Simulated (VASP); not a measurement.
# Tl (Im-3m) in VASP: a series of runs

The runs below take Tl through single point, with PBEsol+D3(BJ).

All numbers are computed with VASP 6.6.1; they aren't measurements. Logs are shortened: lines on timing, memory, paths and dates and some standing lists are left out, and cuts for length are marked.

## 1. The cell of the first run

The structure is cubic, space group Im-3m (No. 229). The conventional cell has a = 3.850 Å, b = 3.850 Å, c = 3.850 Å, α = 90.00°, β = 90.00°, γ = 90.00°. Tl (site symmetry m-3m) has 14 Tl at 3.33 to 3.85 Å within 4.4 Å.

This isn't the form of Tl at room conditions, which is hcp.

## 2. Single point, PBEsol+D3(BJ)

INCAR

```
  PREC = Accurate
  ENCUT = 500
  EDIFF = 1E-6
  ISMEAR = 0
  SIGMA = 0.05
  LREAL = F
  LASPH = T
  NELM = 120
  ALGO = Normal
  ISIF = 2
  LWAVE = F
  LCHARG = F
  GGA = PS
  IVDW = 12
  NBANDS = 12
  GGA_COMPAT = F
```

KPOINTS

```
Automatic mesh
0
Gamma
  6 6 6
```

POSCAR

```
Tl
1.0
   -1.9250000000      1.9250000000      1.9250000000
    1.9250000000     -1.9250000000      1.9250000000
    1.9250000000      1.9250000000     -1.9250000000
Tl
1
Direct
    0.0000000000      0.0000000000      0.0000000000
```

Potentials or basis: VASP PAW PBE potentials, release 64 (Tl_d).

Run with:

```sh
cat potpaw_PBE.64/Tl_d/POTCAR > POTCAR
mpirun -np 1 vasp_std > vasp.out
```

OUTCAR:

```text
PREC = Accurate
   ENCUT = 500
   EDIFF = 1E-6
   ISMEAR = 0
   LREAL = F
   LASPH = T
   NELM = 120
   ISIF = 2
   GGA = PS
   IVDW = 12
 IVDW          = 12

 ion  position               nearest neighbor table
   1  0.000  0.000  0.000-

  LATTYP: Found a body centered cubic cell.
 ALAT       =     3.8500000000

  Lattice vectors:

 A1 = (  -1.9250000000,   1.9250000000,   1.9250000000)
 A2 = (   1.9250000000,  -1.9250000000,   1.9250000000)
 A3 = (   1.9250000000,   1.9250000000,  -1.9250000000)

Analysis of symmetry for initial positions (statically):
=====================================================================
 Subroutine PRICEL returns:
 Original cell was already a primitive cell.

 Routine SETGRP: Setting up the symmetry group for a
 body centered cubic supercell.

 Subroutine GETGRP returns: Found 48 space group operations
 (whereof 48 operations were pure point group operations)
 out of a pool of 48 trial point group operations.

The static configuration has the point symmetry O_h .

Analysis of symmetry for dynamics (positions and initial velocities):
=====================================================================
 Subroutine PRICEL returns:
 Original cell was already a primitive cell.

 Routine SETGRP: Setting up the symmetry group for a
 body centered cubic supercell.

 Subroutine GETGRP returns: Found 48 space group operations
 (whereof 48 operations were pure point group operations)
 out of a pool of 48 trial point group operations.

The dynamic configuration has the point symmetry O_h .

 Subroutine INISYM returns: Found 48 space group operations
 (whereof 48 operations are pure point group operations),
 and found     1 'primitive' translations

----------------------------------------------------------------------------------------

                                     Primitive cell

  volume of cell :      28.5333

  direct lattice vectors                    reciprocal lattice vectors
    -1.925000000  1.925000000  1.925000000     0.000000000  0.259740260  0.259740260
     1.925000000 -1.925000000  1.925000000     0.259740260  0.000000000  0.259740260
     1.925000000  1.925000000 -1.925000000     0.259740260  0.259740260  0.000000000

  length of vectors
     3.334197805  3.334197805  3.334197805     0.367328198  0.367328198  0.367328198

  position of ions in fractional coordinates (direct lattice)
     0.000000000  0.000000000  0.000000000

  ion indices of the primitive-cell ions
   primitive index   ion index
                 1           1

----------------------------------------------------------------------------------------

 KPOINTS: Automatic mesh

Automatic generation of k-mesh.
 Grid dimensions read from file:
 generate k-points for:    6    6    6

 Generating k-lattice:

  Cartesian coordinates                     Fractional coordinates (reciprocal lattice)
     0.000000000  0.043290043  0.043290043     0.166666667  0.000000000  0.000000000
     0.043290043  0.000000000  0.043290043     0.000000000  0.166666667  0.000000000
     0.043290043  0.043290043  0.000000000     0.000000000  0.000000000  0.166666667

  Length of vectors
     0.061221366  0.061221366  0.061221366

  Shift w.r.t. Gamma in fractional coordinates (k-lattice)
     0.000000000  0.000000000  0.000000000

 Subroutine IBZKPT returns following result:
 ===========================================

 Found     16 irreducible k-points:

 Following reciprocal coordinates:
            Coordinates               Weight
  0.000000  0.000000  0.000000      1.000000
  0.166667  0.000000  0.000000     12.000000
  0.333333  0.000000  0.000000     12.000000
  0.500000  0.000000  0.000000      6.000000
  0.166667  0.166667  0.000000     24.000000
  0.333333  0.166667  0.000000     48.000000
[... 8 lines left out ...]
  0.500000  0.500000  0.333333     12.000000
  0.500000  0.500000  0.500000      1.000000
   k-points           NKPTS =     16   k-points in BZ     NKDIM =     16   number of bands    NBANDS=     12
   number of dos      NEDOS =    301   number of ions     NIONS =      1
   total plane-waves  NPLWV =  13824
   dimension x,y,z NGX =    24 NGY =   24 NGZ =   24
   dimension x,y,z NGXF=    48 NGYF=   48 NGZF=   48
   ions per type =               1
   NGX,Y,Z   is equivalent  to a cutoff of  11.97, 11.97, 11.97 a.u.
   NGXF,Y,Z  is equivalent  to a cutoff of  23.93, 23.93, 23.93 a.u.
 SYSTEM =  unknown system
   PREC   = accura    normal or accurate (medium, high low for compatibility)
   ISTART =      0    job   : 0-new  1-cont  2-samecut
   ICHARG =      2    charge: 1-file 2-atom 10-const
   ISPIN  =      1    spin polarized calculation?
   LNONCOLLINEAR =      F non collinear calculations
   LSORBIT =      F    spin-orbit coupling
   LASPH  =      T    aspherical Exc in radial PAW
   ENCUT  =  500.0 eV  36.75 Ry    6.06 a.u.   6.08  6.08  6.08*2*pi/ulx,y,z
   NELM   =    120;   NELMIN=  2; NELMDL= -5     # of ELM steps
   EDIFF  = 0.1E-05   stopping-criterion for ELM
   LREAL  =      F    real-space projection
   EDIFFG = 0.1E-04   stopping-criterion for IOM
   NSW    =      0    number of steps for IOM
   IBRION =     -1    ionic relax: 0-MD 1-quasi-New 2-CG
   NFREE  =      0    steps in history (QN), initial steepest desc. (CG)
   ISIF   =      2    stress and relaxation
   ISYM   =      2    0-nonsym 1-usesym 2-fastsym
   POTIM  = 0.5000    time-step for ionic-motion
   TEBEG  =    0.0;   TEEND  =   0.0 temperature during run
   PSTRESS=    0.0 pullay stress
   NELECT =      13.0000    total number of electrons
   NUPDOWN=      -1.0000    fix difference up-down
   EMIN   =  10.00;   EMAX   =-10.00  energy-range for DOS
   EFERMI =   0.00;   METHOD = LEGACY
   ISMEAR =     0;   SIGMA  =   0.05  broadening in eV -4-tet -1-fermi 0-gaus
   EFERMI_NEDOS =   21; number of points for ismear=-14 and -15
   IALGO  =     38    algorithm
   IMIX   =      4    mixing-type and parameters
     AMIX     =   0.40;   BMIX     =  1.00
     AMIX_MAG =   1.60;   BMIX_MAG =  1.00
  volume/ion in A,a.u.               =      28.53       192.55
  Fermi-wavevector in a.u.,A,eV,Ry     =   1.259714  2.380514 21.590797  1.586879
  Thomas-Fermi vector in A             =   2.393260
   LORBIT       =      0    0 simple, 1 ext, 2 COOP (PROOUT), +10 PAW based schemes
   GGA     = PS    functional components
   LHFCALC =     F    Hartree Fock is set to
   AEXX    =    0.0000 exact exchange contribution
   IVDW    =    12    specifies the selected vdW correction
   LEPSILON=     F    determine dielectric tensor
   LRPA    =     F    only Hartree local field effects (RPA)
 non-spin polarized calculation
 Gauss-broadening in eV      SIGMA  =   0.05
  energy-cutoff  :      500.00
  volume of cell :       28.53
 maximum number of plane-waves:       736
   NGX = 13   NGY = 13   NGZ = 13

 number of electron      13.0000008 magnetization

 Free energy of the ion-electron system (eV)
  ---------------------------------------------------
  ext. energy  EPLUGINS =         0.00000000
  ---------------------------------------------------
  free energy    TOTEN  =        -2.61387179 eV

  energy without entropy =       -2.61080116  energy(sigma->0) =       -2.61233647

 E-fermi :   6.1998     XC(G=0): -10.3805

 val. band max:        6.1924130618   @ k =  -0.3333   0.5000   0.1667
 cond. band min:       6.3205515105   @ k =   0.5000   0.5000   0.3333
 fundamental gap:      0.1281384487
 Fermi energy:         6.1998383445

 k-point     1 :       0.0000    0.0000    0.0000
  band No.  band energies     occupation
      1      -5.2036      2.00000
      2      -5.2036      2.00000
      3      -5.2036      2.00000
      4      -4.7652      2.00000
      5      -4.7652      2.00000
      6      -3.6726      2.00000
      7      17.2746      0.00000
      8      17.2746      0.00000
      9      17.2746      0.00000
     10      18.7316      0.00000
     11      18.7316      0.00000
     12      18.7316      0.00000

 k-point     2 :       0.1667    0.0000    0.0000
  band No.  band energies     occupation
      1      -5.2512      2.00000
      2      -5.1895      2.00000
      3      -5.0339      2.00000
      4      -4.8104      2.00000
      5      -4.7655      2.00000
      6      -3.0246      2.00000
      7      12.7902      0.00000
      8      15.4765      0.00000
      9      15.9710      0.00000
     10      17.5828      0.00000
     11      18.3473      0.00000
     12      19.1202      0.00000

 k-point     3 :       0.3333    0.0000    0.0000
  band No.  band energies     occupation
      1      -5.3450      2.00000
      2      -5.2848      2.00000
      3      -4.8195      2.00000
      4      -4.7641      2.00000
      5      -4.6712      2.00000
      6      -1.0402      2.00000
      7       7.2795      0.00000
      8      13.1647      0.00000
      9      14.2194      0.00000
     10      16.7572      0.00000
     11      17.8705      0.00000
     12      21.0899      0.00000
[... 166 lines left out ...]
 k-point    15 :       0.5000    0.5000    0.3333
  band No.  band energies     occupation
      1      -5.3225      2.00000
      2      -5.2742      2.00000
      3      -4.7788      2.00000
      4      -4.6835      2.00000
      5      -4.5297      2.00000
      6       3.2397      2.00000
      7       6.3206      0.00064
      8       8.6509      0.00000
      9       9.8781      0.00000
     10      14.2493      0.00000
     11      15.1108      0.00000
     12      23.3718      0.00000

 k-point    16 :       0.5000    0.5000    0.5000
  band No.  band energies     occupation
      1      -5.4184      2.00000
      2      -5.4184      2.00000
      3      -4.5474      2.00000
      4      -4.5474      2.00000
      5      -4.5474      2.00000
      6       4.8446      2.00000
      7       7.8243      0.00000
      8       7.8243      0.00000
      9       7.8243      0.00000
     10      12.9100      0.00000
     11      12.9100      0.00000
     12      24.6724      0.00000

------------------------ aborting loop because EDIFF is reached ----------------------------------------

 Edisp (eV)   -0.38459

 E8    (eV) :    -0.2867

  FORCE on cell =-STRESS in cart. coord.  units (eV):
  Direction    XX          YY          ZZ          XY          YZ          ZX
  --------------------------------------------------------------------------------------
  -------------------------------------------------------------------------------------
  Total      -0.36784    -0.36784    -0.36784    -0.00000     0.00000    -0.00000
  in kB     -20.65477   -20.65477   -20.65477    -0.00000     0.00000    -0.00000
  external pressure =      -20.65 kB  Pullay stress =        0.00 kB

 VOLUME and BASIS-vectors are now :
 -----------------------------------------------------------------------------
  energy-cutoff  :      500.00
  volume of cell :       28.53
      direct lattice vectors                 reciprocal lattice vectors
    -1.925000000  1.925000000  1.925000000     0.000000000  0.259740260  0.259740260
     1.925000000 -1.925000000  1.925000000     0.259740260  0.000000000  0.259740260
     1.925000000  1.925000000 -1.925000000     0.259740260  0.259740260  0.000000000

 POSITION                                       TOTAL-FORCE (eV/Angst)
 -----------------------------------------------------------------------------------
      0.00000      0.00000      0.00000        -0.000000     -0.000000     -0.000000
 -----------------------------------------------------------------------------------
    total drift:                                0.000000      0.000000      0.000000

  FREE ENERGIE OF THE ION-ELECTRON SYSTEM (eV)
  ---------------------------------------------------
  free  energy   TOTEN  =        -2.9984592404 eV

  energy  without entropy=       -2.9953886117  energy(sigma->0) =       -2.99692393
```

It took 4.9 s on 1 thread of Intel Xeon 6975P-C (Granite Rapids), shared host; peak memory 0.14 GiB.

Results:

```
Free energy                : -2.9985 eV
Pressure                   : -2.1 GPa
Band gap on the k mesh     : zero (an odd number of electrons rules out a gap without spin polarisation)
Dispersion energy per atom : -0.385 eV
```

Caveat: the k points lie up to 0.38 Å⁻¹ apart, too coarse for converged energies and pressures of a metal; three body term missing; the PAW data sets were made with another functional, which shifts forces and pressure a little; spin-orbit coupling is left out, which moves the levels of the heavy elements.

## 3. Single point, PBEsol+D3(BJ)

INCAR

```
SYSTEM = Tl
PREC = Accurate
ENCUT = 500
EDIFF = 1E-6
ISMEAR = 0
SIGMA = 0.05
LREAL = .False.
LASPH = .True.
NELM = 120
ALGO = Normal
ISIF = 2
LWAVE = .False.
LCHARG = .False.
GGA = PS
IVDW = 12
NBANDS = 12
GGA_COMPAT = .False.
```

KPOINTS

```
Automatic mesh
0
Gamma
  6 6 6
  0 0 0
```

POSCAR is that of step 2.

Potentials or basis: VASP PAW PBE potentials, release 64 (Tl_d).

Run with:

```sh
cat potpaw_PBE.64/Tl_d/POTCAR > POTCAR
mpirun -np 1 vasp_std > vasp.out
```

OUTCAR:

```text
SYSTEM = Tl
   PREC = Accurate
   ENCUT = 500
   EDIFF = 1E-6
   ISMEAR = 0
   LREAL = .False.
   LASPH = .True.
   NELM = 120
   ISIF = 2
   GGA = PS
   IVDW = 12
 IVDW          = 12

 ion  position               nearest neighbor table
   1  0.000  0.000  0.000-

  LATTYP: Found a body centered cubic cell.
 ALAT       =     3.8500000000

  Lattice vectors:

 A1 = (  -1.9250000000,   1.9250000000,   1.9250000000)
 A2 = (   1.9250000000,  -1.9250000000,   1.9250000000)
 A3 = (   1.9250000000,   1.9250000000,  -1.9250000000)

Analysis of symmetry for initial positions (statically):
=====================================================================
 Subroutine PRICEL returns:
 Original cell was already a primitive cell.

 Routine SETGRP: Setting up the symmetry group for a
 body centered cubic supercell.

 Subroutine GETGRP returns: Found 48 space group operations
 (whereof 48 operations were pure point group operations)
 out of a pool of 48 trial point group operations.

The static configuration has the point symmetry O_h .

Analysis of symmetry for dynamics (positions and initial velocities):
=====================================================================
 Subroutine PRICEL returns:
 Original cell was already a primitive cell.

 Routine SETGRP: Setting up the symmetry group for a
 body centered cubic supercell.

 Subroutine GETGRP returns: Found 48 space group operations
 (whereof 48 operations were pure point group operations)
 out of a pool of 48 trial point group operations.

The dynamic configuration has the point symmetry O_h .

 Subroutine INISYM returns: Found 48 space group operations
 (whereof 48 operations are pure point group operations),
 and found     1 'primitive' translations

----------------------------------------------------------------------------------------

                                     Primitive cell

  volume of cell :      28.5333

[... 103 lines left out ...]
   LHFCALC =     F    Hartree Fock is set to
   AEXX    =    0.0000 exact exchange contribution
   IVDW    =    12    specifies the selected vdW correction
   LEPSILON=     F    determine dielectric tensor
   LRPA    =     F    only Hartree local field effects (RPA)
 non-spin polarized calculation
 Gauss-broadening in eV      SIGMA  =   0.05
  energy-cutoff  :      500.00
  volume of cell :       28.53
 maximum number of plane-waves:       736
   NGX = 13   NGY = 13   NGZ = 13

 number of electron      13.0000008 magnetization

 Free energy of the ion-electron system (eV)
  ---------------------------------------------------
  ext. energy  EPLUGINS =         0.00000000
  ---------------------------------------------------
  free energy    TOTEN  =        -2.61387179 eV

  energy without entropy =       -2.61080116  energy(sigma->0) =       -2.61233647

 E-fermi :   6.1998     XC(G=0): -10.3805

 val. band max:        6.1924130618   @ k =  -0.3333   0.5000   0.1667
 cond. band min:       6.3205515105   @ k =   0.5000   0.5000   0.3333
 fundamental gap:      0.1281384487
 Fermi energy:         6.1998383445

 k-point     1 :       0.0000    0.0000    0.0000
  band No.  band energies     occupation
      1      -5.2036      2.00000
      2      -5.2036      2.00000
      3      -5.2036      2.00000
      4      -4.7652      2.00000
      5      -4.7652      2.00000
      6      -3.6726      2.00000
      7      17.2746      0.00000
      8      17.2746      0.00000
      9      17.2746      0.00000
     10      18.7316      0.00000
     11      18.7316      0.00000
     12      18.7316      0.00000
[... 211 lines left out ...]
 k-point    16 :       0.5000    0.5000    0.5000
  band No.  band energies     occupation
      1      -5.4184      2.00000
      2      -5.4184      2.00000
      3      -4.5474      2.00000
      4      -4.5474      2.00000
      5      -4.5474      2.00000
      6       4.8446      2.00000
      7       7.8243      0.00000
      8       7.8243      0.00000
      9       7.8243      0.00000
     10      12.9100      0.00000
     11      12.9100      0.00000
     12      24.6724      0.00000

------------------------ aborting loop because EDIFF is reached ----------------------------------------

 Edisp (eV)   -0.38459

 E8    (eV) :    -0.2867

  FORCE on cell =-STRESS in cart. coord.  units (eV):
  Direction    XX          YY          ZZ          XY          YZ          ZX
  --------------------------------------------------------------------------------------
  -------------------------------------------------------------------------------------
  Total      -0.36784    -0.36784    -0.36784    -0.00000     0.00000    -0.00000
  in kB     -20.65477   -20.65477   -20.65477    -0.00000     0.00000    -0.00000
  external pressure =      -20.65 kB  Pullay stress =        0.00 kB

 VOLUME and BASIS-vectors are now :
 -----------------------------------------------------------------------------
  energy-cutoff  :      500.00
  volume of cell :       28.53
      direct lattice vectors                 reciprocal lattice vectors
    -1.925000000  1.925000000  1.925000000     0.000000000  0.259740260  0.259740260
     1.925000000 -1.925000000  1.925000000     0.259740260  0.000000000  0.259740260
     1.925000000  1.925000000 -1.925000000     0.259740260  0.259740260  0.000000000

 POSITION                                       TOTAL-FORCE (eV/Angst)
 -----------------------------------------------------------------------------------
      0.00000      0.00000      0.00000        -0.000000     -0.000000     -0.000000
 -----------------------------------------------------------------------------------
    total drift:                                0.000000      0.000000      0.000000

  FREE ENERGIE OF THE ION-ELECTRON SYSTEM (eV)
  ---------------------------------------------------
  free  energy   TOTEN  =        -2.9984592404 eV

  energy  without entropy=       -2.9953886117  energy(sigma->0) =       -2.99692393
```

stdout:

```text
POSCAR found type information on POSCAR Tl
 POSCAR found :  1 types and       1 ions
 scaLAPACK will be used
 -----------------------------------------------------------------------------
|                                                                             |
|                                                                             |
|     You enforced a specific xc type in the INCAR file but a different       |
|     I HOPE YOU KNOW WHAT YOU ARE DOING!                                     |
|                                                                             |
 -----------------------------------------------------------------------------

 LDA part: xc-table for (Slater+PW92), standard interpolation
 POSCAR, INCAR and KPOINTS ok, starting setup
 FFT: planning ... GRIDC
 FFT: planning ... GRID_SOFT
 FFT: planning ... GRID
 WAVECAR not read
 entering main loop
```

Run time: 4.6 s. Hardware: 1 thread of Intel Xeon 6975P-C (Granite Rapids), shared host; peak memory 0.14 GiB.

Results:

```
Free energy                : -2.9985 eV
Pressure                   : -2.1 GPa
Band gap on the k mesh     : zero (an odd number of electrons rules out a gap without spin polarisation)
Dispersion energy per atom : -0.385 eV
```

Caveat: the k points lie up to 0.38 Å⁻¹ apart, too coarse for converged energies and pressures of a metal; three body term missing; the PAW data sets were made with another functional, which shifts forces and pressure a little; spin-orbit coupling is left out, which moves the levels of the heavy elements.

The gap in the log of VASP goes by the Fermi energy; the results here count the filled bands.